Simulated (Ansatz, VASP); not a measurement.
# One calculation of Pd, two programs

```
Pd
1.0
     0.00000    1.95585    1.95585
     1.95585    0.00000    1.95585
     1.95585    1.95585    0.00000
Pd
1
Direct
  0.00000 0.00000 0.00000
```

Alike in both runs: task single point; functional r2SCAN; k mesh 15 × 15 × 15; occupations fermi-dirac, width 0.1 eV; no spin polarisation.

```csv
,VASP,Ansatz
version,VASP 6.6.1,Ansatz 0.2.0
potentials or method,"VASP PAW PBE potentials, release 64 (Pd), cutoff 520 eV","plane waves (500 eV) with PAW, scalar-relativistic"
valence electrons in the cell,10,18
```

Ansatz gave:

```
pressure (GPa) : -0.3
```

Which values does VASP return?

Pressure (GPa): 0.3.

VASP's potentials were made for PBE, not for r2SCAN. VASP's potentials hold 10 valence electrons a cell and Ansatz's 18, so a difference there can come from the potentials and not from the codes.
